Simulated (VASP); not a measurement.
Set up this calculation in VASP 6.6.1, as the native input.

| Item | Value |
| --- | --- |
| Task | single point |
| Functional | r2SCAN |
| Potentials or basis | VASP PAW PBE potentials, release 64 (C) |
| Cutoff | 520 eV |
| k mesh | 11 × 8 × 3 |
| Occupations | gaussian, width 0.05 eV |
| Spin | no spin polarisation |
| Dipole correction | no |
| Further INCAR settings | ALGO = Normal; EDIFF = 1e-06; NBANDS = 31 |

The system is C.

```
CELL_PARAMETERS angstrom
-2.12684 -1.22795 0.01101
1.39689 0.00000 -3.54240
4.49699 -9.41425 1.15511
ATOMIC_POSITIONS crystal
C 0.78888 0.12221 0.06667
C 0.25555 0.18888 0.26667
C 0.72222 0.25554 0.46667
C 0.18888 0.32221 0.66667
C 0.65555 0.38888 0.86667
C 0.14445 0.41112 0.93333
C 0.27778 0.14446 0.13333
C 0.74445 0.21112 0.33333
C 0.21112 0.27779 0.53333
C 0.67778 0.34446 0.73333
```

This cell differs from its parent crystal: layers slid over each other.

One way to write it, as run:

POSCAR

```
C
1.0
   -2.1268362731     -1.2279462884      0.0110113261
    1.3968870171      0.0000000000     -3.5424027035
    4.4969889649     -9.4142548776      1.1551078069
C
10
Direct
    0.7888843829      0.1222094392      0.0666672544
    0.2555510496      0.1888761059      0.2666672544
   -0.2777822837      0.2555427726      0.4666672544
    0.1888843829      0.3222094392      0.6666672544
   -0.3444489504      0.3888761059      0.8666672544
    0.1444489504     -0.5888761059      0.9333327456
    0.2777822837      0.1444572274      0.1333327456
    0.7444489504      0.2111238941      0.3333327456
    0.2111156171      0.2777905608      0.5333327456
   -0.3222177163      0.3444572274      0.7333327456
```

INCAR.step1

```
SYSTEM = C
PREC = Accurate
ENCUT = 520
ISMEAR = 0
SIGMA = 0.05
LREAL = .FALSE.
LASPH = .TRUE.
NELM = 100
NBANDS = 31
GGA = PE
ALGO = Normal
EDIFF = 1E-4
LWAVE = .TRUE.
LCHARG = .FALSE.
```

INCAR.step2

```
SYSTEM = C
PREC = Accurate
ENCUT = 520
EDIFF = 1E-6
ISMEAR = 0
SIGMA = 0.05
LREAL = .FALSE.
LASPH = .TRUE.
NELM = 100
ALGO = Normal
ISIF = 2
LWAVE = .FALSE.
LCHARG = .FALSE.
METAGGA = R2SCAN
LMIXTAU = .TRUE.
NBANDS = 31
ISTART = 1
```

KPOINTS

```
Automatic mesh
0
G
  11 8 3
  0 0 0
```

Potentials or basis: VASP PAW PBE potentials, release 64 (C).

The run is started by

```sh
$ cat potpaw_PBE.64/C/POTCAR > POTCAR
$ cp INCAR.step1 INCAR
$ mpirun -np 1 vasp_std > vasp.out
$ cp INCAR.step2 INCAR
$ mpirun -np 1 vasp_std > vasp.out
```

It gave:

The pressure is -0.8 GPa. The largest force is 6.182 eV/Å.

Caveat: the cell differs from its parent crystal (layers slid over each other); the PAW data sets were made with another functional, which shifts forces and pressure a little.

It took 8.9 min on 1 thread of Intel(R) Xeon(R) 6975P-C (Granite Rapids) (shared host), peak memory 0.36 GiB.
